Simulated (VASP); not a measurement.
Input of a VASP 6.6.1 run:

POSCAR

```
Ni
1.0
    2.4880368655      0.0000000000      0.0000000000
   -1.2440184327      2.1547031311      0.0000000000
    0.0000000000      0.0000000000     22.0944000000
Ni
4
Direct
    0.0000000000      0.0000000000      0.3620822294
    0.3333333340      0.6666666660      0.4540274094
    0.6666666670      0.3333333330      0.5459725900
    0.0000000000      0.0000000000      0.6379177706
```

INCAR.step1

```
SYSTEM = Ni
  PREC = Accurate
  ENCUT = 520
  EDIFF = 1E-6
  ISMEAR = -1
  SIGMA = 0.05
  LREAL = .FALSE.
  LASPH = .TRUE.
  NELM = 150
  ALGO = Normal
  ISIF = 2
  LWAVE = .FALSE.
  LCHARG = .TRUE.
  ISPIN = 2
  MAGMOM = 1 1 1 1
  LMAXMIX = 4
  LDIPOL = .TRUE.
  IDIPOL = 3
  DIPOL = 0.5 0.5 0.500
  GGA = PE
  NBANDS = 32
```

The input KPOINTS.step1:

```
Automatic mesh
0
G
  19 19 1
  0 0 0
```

INCAR.step2

```
SYSTEM = Ni
  PREC = Accurate
  ENCUT = 520
  EDIFF = 1E-6
  ISMEAR = -5
  SIGMA = 0.05
  LREAL = .FALSE.
  LASPH = .TRUE.
  NELM = 150
  ALGO = Normal
  ISIF = 2
  LWAVE = .FALSE.
  LCHARG = .FALSE.
  ISPIN = 2
  MAGMOM = 1 1 1 1
  LORBIT = 10
  LMAXMIX = 4
  LDIPOL = .TRUE.
  IDIPOL = 3
  DIPOL = 0.5 0.5 0.500
  GGA = PE
  NBANDS = 32
  NEDOS = 1001
  ICHARG = 11
```

Contents of KPOINTS.step2:

```
Automatic mesh
0
G
  29 29 1
  0 0 0
```

Potentials or basis: VASP PAW PBE potentials, release 64 (Ni).

Run with:

```bash
$ cat potpaw_PBE.64/Ni/POTCAR > POTCAR
$ cp INCAR.step1 INCAR
$ cp KPOINTS.step1 KPOINTS
$ mpirun -np 1 vasp_std > vasp.out
$ cp INCAR.step2 INCAR
$ cp KPOINTS.step2 KPOINTS
$ mpirun -np 1 vasp_std > vasp.out
```

Q: Predict the net moment.

A: 2.63 μB per cell.

Q: Predict the site moments.

A: Ni +0.67, +0.69 (each value once) μB.
